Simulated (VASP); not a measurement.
# Ga2As3 (R-3m) in VASP: single point with PBE

Aim: the single point of Ga2As3 with PBE.

Program: VASP 6.6.1. These are calculated values, not measurements. Logs are shortened: lines on timing, memory, paths and dates and some standing lists are left out, and cuts for length are marked.

## Step 1: The cell of the first run

The structure is trigonal, space group R-3m (No. 166). Conventional cell: a = 3.853 Å, b = 3.853 Å, c = 24.228 Å, α = 90.00°, β = 90.00°, γ = 120.00°. Ga (site symmetry 3m) has 6 As at 2.64 to 2.94 Å and 3 Ga at 3.62 Å within 3.7 Å. Within 3.5 Å of As (site symmetry -3m) lie 6 Ga at 2.64 Å. Within 3.4 Å of As (site symmetry 3m) lie 3 As at 2.61 Å and 3 Ga at 2.94 Å.

## Step 2: Single point, PBE

INCAR reads:

```
  PREC = Accurate
  ENCUT = 520
  EDIFF = 1E-7
  ISMEAR = 0
  SIGMA = 0.1
  LREAL = F
  LASPH = T
  NELM = 100
  ALGO = Normal
  ISIF = 2
  LWAVE = F
  LCHARG = F
  GGA = PE
  NBANDS = 28
```

KPOINTS reads:

```
Automatic mesh
0
Gamma
  12 12 12
```

POSCAR reads:

```
Ga2As3
1.0
    1.9264301110      1.1122249432      8.0758991478
   -1.9264301110      1.1122249432      8.0758991478
    0.0000000000     -2.2244498864      8.0758991478
Ga As
2 3
Direct
    0.3923074350      0.3923074350      0.3923074350
    0.6076925650      0.6076925650      0.6076925650
    0.0000000000      0.0000000000      0.0000000000
    0.1948338896      0.1948338896      0.1948338896
    0.8051661104      0.8051661104      0.8051661104
```

Potentials or basis: VASP PAW PBE potentials, release 64 (Ga_d, As).

On the command line:

```console
cat potpaw_PBE.64/Ga_d/POTCAR potpaw_PBE.64/As/POTCAR > POTCAR
mpirun -np 1 vasp_std > vasp.out
```

OUTCAR:

```text
PREC = Accurate
   ENCUT = 520
   EDIFF = 1E-7
   ISMEAR = 0
   LREAL = F
   LASPH = T
   NELM = 100
   ISIF = 2
   GGA = PE

 ion  position               nearest neighbor table
   1  0.392  0.392  0.392-   3 2.64   3 2.64   3 2.64
   2  0.608  0.608  0.608-   3 2.64   3 2.64   3 2.64
   3  0.000  0.000  0.000-   2 2.64   2 2.64   1 2.64   1 2.64   2 2.64   1 2.64
   4  0.195  0.195  0.195-   5 2.61   5 2.61   5 2.61
   5  0.805  0.805  0.805-   4 2.61   4 2.61   4 2.61

  LATTYP: Found a trigonal (rhomboedric) cell.
 ALAT       =     8.3766535288
 COS(alpha) =     0.8942219867

  Lattice vectors:

 A1 = (   1.9264301110,   1.1122249432,   8.0758991478)
 A2 = (  -1.9264301110,   1.1122249432,   8.0758991478)
 A3 = (   0.0000000000,  -2.2244498864,   8.0758991478)

Analysis of symmetry for initial positions (statically):
=====================================================================
 Subroutine PRICEL returns:
 Original cell was already a primitive cell.

 Routine SETGRP: Setting up the symmetry group for a
 trigonal (rhombohedral) supercell.

 Subroutine GETGRP returns: Found 12 space group operations
 (whereof 12 operations were pure point group operations)
 out of a pool of 12 trial point group operations.

The static configuration has the point symmetry D_3d.

Analysis of symmetry for dynamics (positions and initial velocities):
=====================================================================
 Subroutine PRICEL returns:
 Original cell was already a primitive cell.

 Routine SETGRP: Setting up the symmetry group for a
 trigonal (rhombohedral) supercell.

 Subroutine GETGRP returns: Found 12 space group operations
 (whereof 12 operations were pure point group operations)
 out of a pool of 12 trial point group operations.

The dynamic configuration has the point symmetry D_3d.

 Subroutine INISYM returns: Found 12 space group operations
 (whereof 12 operations are pure point group operations),
 and found     1 'primitive' translations

----------------------------------------------------------------------------------------

                                     Primitive cell

  volume of cell :     103.8217

  direct lattice vectors                    reciprocal lattice vectors
     1.926430111  1.112224943  8.075899148     0.259547438  0.149849783  0.041275074
    -1.926430111  1.112224943  8.075899148    -0.259547438  0.149849783  0.041275074
     0.000000000 -2.224449886  8.075899148     0.000000000 -0.299699567  0.041275074

  length of vectors
     8.376653529  8.376653529  8.376653529     0.302528448  0.302528448  0.302528448

  position of ions in fractional coordinates (direct lattice)
     0.392307435  0.392307435  0.392307435
     0.607692565  0.607692565  0.607692565
     0.000000000  0.000000000  0.000000000
     0.194833890  0.194833890  0.194833890
     0.805166110  0.805166110  0.805166110

  ion indices of the primitive-cell ions
   primitive index   ion index
                 1           1
                 2           2
                 3           3
                 4           4
                 5           5

----------------------------------------------------------------------------------------

 KPOINTS: Automatic mesh

Automatic generation of k-mesh.
 Grid dimensions read from file:
 generate k-points for:   12   12   12

 Generating k-lattice:

  Cartesian coordinates                     Fractional coordinates (reciprocal lattice)
     0.021628953  0.012487482  0.003439589     0.083333333  0.000000000  0.000000000
    -0.021628953  0.012487482  0.003439589     0.000000000  0.083333333  0.000000000
     0.000000000 -0.024974964  0.003439589     0.000000000  0.000000000  0.083333333

  Length of vectors
     0.025210704  0.025210704  0.025210704

  Shift w.r.t. Gamma in fractional coordinates (k-lattice)
     0.000000000  0.000000000  0.000000000

 Subroutine IBZKPT returns following result:
 ===========================================

 Found    189 irreducible k-points:

 Following reciprocal coordinates:
            Coordinates               Weight
  0.000000  0.000000  0.000000      1.000000
  0.083333 -0.000000 -0.000000      6.000000
  0.166667 -0.000000  0.000000      6.000000
  0.250000  0.000000  0.000000      6.000000
  0.333333 -0.000000  0.000000      6.000000
  0.416667 -0.000000  0.000000      6.000000
[... 16 lines left out ...]
  0.500000  0.166667  0.000000     12.000000
 -0.416667  0.166667  0.000000     12.000000
 [... further k-points ...]
   k-points           NKPTS =    189   k-points in BZ     NKDIM =    189   number of bands    NBANDS=     28
   number of dos      NEDOS =    301   number of ions     NIONS =      5
   total plane-waves  NPLWV = 262144
   dimension x,y,z NGX =    64 NGY =   64 NGZ =   64
   dimension x,y,z NGXF=   128 NGYF=  128 NGZF=  128
   ions per type =               2   3
   NGX,Y,Z   is equivalent  to a cutoff of  12.70, 12.70, 12.70 a.u.
   NGXF,Y,Z  is equivalent  to a cutoff of  25.40, 25.40, 25.40 a.u.
 SYSTEM =  unknown system
   PREC   = accura    normal or accurate (medium, high low for compatibility)
   ISTART =      0    job   : 0-new  1-cont  2-samecut
   ICHARG =      2    charge: 1-file 2-atom 10-const
   ISPIN  =      1    spin polarized calculation?
   LNONCOLLINEAR =      F non collinear calculations
   LSORBIT =      F    spin-orbit coupling
   LASPH  =      T    aspherical Exc in radial PAW
   ENCUT  =  520.0 eV  38.22 Ry    6.18 a.u.  15.58 15.58 15.58*2*pi/ulx,y,z
   NELM   =    100;   NELMIN=  2; NELMDL= -5     # of ELM steps
   EDIFF  = 0.1E-06   stopping-criterion for ELM
   LREAL  =      F    real-space projection
   EDIFFG = 0.1E-05   stopping-criterion for IOM
   NSW    =      0    number of steps for IOM
   IBRION =     -1    ionic relax: 0-MD 1-quasi-New 2-CG
   NFREE  =      0    steps in history (QN), initial steepest desc. (CG)
   ISIF   =      2    stress and relaxation
   ISYM   =      2    0-nonsym 1-usesym 2-fastsym
   POTIM  = 0.5000    time-step for ionic-motion
   TEBEG  =    0.0;   TEEND  =   0.0 temperature during run
   PSTRESS=    0.0 pullay stress
   NELECT =      41.0000    total number of electrons
   NUPDOWN=      -1.0000    fix difference up-down
   EMIN   =  10.00;   EMAX   =-10.00  energy-range for DOS
   EFERMI =   0.00;   METHOD = LEGACY
   ISMEAR =     0;   SIGMA  =   0.10  broadening in eV -4-tet -1-fermi 0-gaus
   EFERMI_NEDOS =   21; number of points for ismear=-14 and -15
   IALGO  =     38    algorithm
   IMIX   =      4    mixing-type and parameters
     AMIX     =   0.40;   BMIX     =  1.00
     AMIX_MAG =   1.60;   BMIX_MAG =  1.00
  volume/ion in A,a.u.               =      20.76       140.12
  Fermi-wavevector in a.u.,A,eV,Ry     =   1.201084  2.269720 19.627808  1.442603
  Thomas-Fermi vector in A             =   2.336903
   LORBIT       =      0    0 simple, 1 ext, 2 COOP (PROOUT), +10 PAW based schemes
   GGA     = PE    functional components
   LHFCALC =     F    Hartree Fock is set to
   AEXX    =    0.0000 exact exchange contribution
   IVDW    =     0    specifies the selected vdW correction
   LEPSILON=     F    determine dielectric tensor
   LRPA    =     F    only Hartree local field effects (RPA)
 non-spin polarized calculation
 Gauss-broadening in eV      SIGMA  =   0.10
  energy-cutoff  :      520.00
  volume of cell :      103.82
 maximum number of plane-waves:      2817
 NGX is ok and might be reduce to    64
   NGX = 31   NGY = 31   NGZ = 31

 number of electron      40.9999996 magnetization

 Free energy of the ion-electron system (eV)
  ---------------------------------------------------
  ext. energy  EPLUGINS =         0.00000000
  ---------------------------------------------------
  free energy    TOTEN  =       -19.96166366 eV

  energy without entropy =      -19.95401412  energy(sigma->0) =      -19.95783889

 E-fermi :   5.0292     XC(G=0): -10.2715

 val. band max:        5.0198026095   @ k =   0.1667   0.0833  -0.0000
 cond. band min:       5.0298255201   @ k =  -0.4167   0.5000   0.2500
 fundamental gap:      0.0100229105
 Fermi energy:         5.0292019135

 k-point     1 :       0.0000    0.0000    0.0000
  band No.  band energies     occupation
      1      -9.7380      2.00000
      2      -9.7380      2.00000
      3      -9.7131      2.00000
      4      -9.7131      2.00000
      5      -9.7065      2.00000
      6      -9.7026      2.00000
[... 20 lines left out ...]
     27       8.7495      0.00000
     28      11.7311      0.00000

 k-point     2 :       0.0833   -0.0000   -0.0000
  band No.  band energies     occupation
      1      -9.7467      2.00000
      2      -9.7367      2.00000
      3      -9.7159      2.00000
      4      -9.7125      2.00000
      5      -9.7052      2.00000
      6      -9.7006      2.00000
[... 20 lines left out ...]
     27       9.7474      0.00000
     28      10.9942      0.00000

 k-point     3 :       0.1667   -0.0000    0.0000
  band No.  band energies     occupation
      1      -9.7693      2.00000
      2      -9.7343      2.00000
      3      -9.7218      2.00000
      4      -9.7110      2.00000
      5      -9.7058      2.00000
      6      -9.6970      2.00000
[... 20 lines left out ...]
     27       9.6733      0.00000
     28      10.5381      0.00000

 k-point     4 :       0.2500    0.0000    0.0000
  band No.  band energies     occupation
      1      -9.7984      2.00000
      2      -9.7333      2.00000
      3      -9.7291      2.00000
      4      -9.7091      2.00000
      5      -9.7076      2.00000
      6      -9.6955      2.00000
[... 20 lines left out ...]
     27       9.7155      0.00000
     28      10.5995      0.00000

 k-point     5 :       0.3333   -0.0000    0.0000
  band No.  band energies     occupation
      1      -9.8253      2.00000
      2      -9.7362      2.00000
      3      -9.7341      2.00000
      4      -9.7130      2.00000
      5      -9.7032      2.00000
      6      -9.6982      2.00000
[... 20 lines left out ...]
     27       9.9929      0.00000
     28      11.1391      0.00000

 k-point     6 :       0.4167   -0.0000    0.0000
  band No.  band energies     occupation
      1      -9.8437      2.00000
      2      -9.7413      2.00000
      3      -9.7354      2.00000
      4      -9.7160      2.00000
      5      -9.7008      2.00000
      6      -9.6999      2.00000
[... 463 lines left out ...]
      5      -9.7061      2.00000
      6      -9.6989      2.00000
[... 20 lines left out ...]
     27      10.0212      0.00000
     28      10.2904      0.00000

 k-point    22 :       0.4167    0.1667    0.0000
  band No.  band energies     occupation
      1      -9.8250      2.00000
      2      -9.7476      2.00000
      3      -9.7248      2.00000
      4      -9.7131      2.00000
      5      -9.7070      2.00000
      6      -9.6990      2.00000
[... 20 lines left out ...]
     27      10.5315      0.00000
     28      10.6552      0.00000

 k-point    23 :       0.5000    0.1667    0.0000
  band No.  band energies     occupation
      1      -9.8386      2.00000
      2      -9.7466      2.00000
      3      -9.7331      2.00000
      4      -9.7103      2.00000
      5      -9.7088      2.00000
      6      -9.6968      2.00000
[... 20 lines left out ...]
     27      10.8209      0.00000
     28      11.5168      0.00000

 k-point    24 :      -0.4167    0.1667    0.0000
  band No.  band energies     occupation
      1      -9.8434      2.00000
      2      -9.7425      2.00000
      3      -9.7397      2.00000
      4      -9.7097      2.00000
      5      -9.7093      2.00000
      6      -9.6955      2.00000
[... 20 lines left out ...]
     27      11.2714      0.00000
     28      11.7733      0.00000

 [... further k-points ...]

------------------------ aborting loop because EDIFF is reached ----------------------------------------

  FORCE on cell =-STRESS in cart. coord.  units (eV):
  Direction    XX          YY          ZZ          XY          YZ          ZX
  --------------------------------------------------------------------------------------
  -------------------------------------------------------------------------------------
  Total        0.0989644      0.0989644      0.0896093      0.0000000      0.0000000      0.0000000
  in kB        1.5272206      1.5272206      1.3828522      0.0000000      0.0000000      0.0000000
  external PRESSURE =       1.4790978 kB  Pullay stress =       0.0000000 kB

 VOLUME and BASIS-vectors are now :
 -----------------------------------------------------------------------------
  energy-cutoff  :      520.00
  volume of cell :      103.82
      direct lattice vectors                 reciprocal lattice vectors
     1.926430111  1.112224943  8.075899148     0.259547438  0.149849783  0.041275074
    -1.926430111  1.112224943  8.075899148    -0.259547438  0.149849783  0.041275074
     0.000000000 -2.224449886  8.075899148     0.000000000 -0.299699567  0.041275074

 POSITION                                       TOTAL-FORCE (eV/Angst)
 -----------------------------------------------------------------------------------
      0.00000      0.00000      9.50471        -0.000000     -0.000000      0.013633
      0.00000      0.00000     14.72299        -0.000000      0.000000     -0.013633
      0.00000      0.00000      0.00000         0.000000      0.000000     -0.000000
      0.00000      0.00000      4.72038        -0.000000      0.000000      0.016111
      0.00000      0.00000     19.50732        -0.000000     -0.000000     -0.016111
 -----------------------------------------------------------------------------------
    total drift:                               -0.000000     -0.000000     -0.000000

  FREE ENERGIE OF THE ION-ELECTRON SYSTEM (eV)
  ---------------------------------------------------
  free  energy   TOTEN  =       -19.9616636625 eV

  energy  without entropy=      -19.9540141238  energy(sigma->0) =      -19.95783889
```

It took 17 min on 1 thread of Intel Xeon 6975P-C (Granite Rapids), shared host; peak memory 0.85 GiB.

What came out:

```yaml
Free_energy: -19.9617 eV
Pressure: 0.1 GPa
Largest_force: 0.016 eV/Å
Band_gap_on_the_k_mesh: zero (an odd number of electrons rules out a gap without spin polarisation)
```

Forces on the atoms (eV/Å):
```
Ga   0.000  0.000  0.014
Ga   0.000  0.000 -0.014
As   0.000  0.000  0.000
As   0.000  0.000  0.016
As   0.000  0.000 -0.016
```

Levels at points of the mesh, in eV from the Fermi level:
| k point | band 19 | band 20 | band 21 | band 22 | band 23 | band 24 |
| --- | --- | --- | --- | --- | --- | --- |
| (0.00, 0.00, 0.00) | -0.25 | 0.08 | 1.32 | 1.32 | 1.34 | 3.10 |
| (0.50, 0.00, 0.00) | -2.04 | -1.64 | -1.12 | 0.12 | 2.23 | 3.05 |
| (0.50, 0.50, 0.00) | -3.00 | -1.66 | 0.33 | 0.66 | 1.10 | 2.94 |
| (0.50, 0.50, 0.50) | -0.24 | -0.24 | 1.10 | 1.13 | 1.13 | 3.15 |
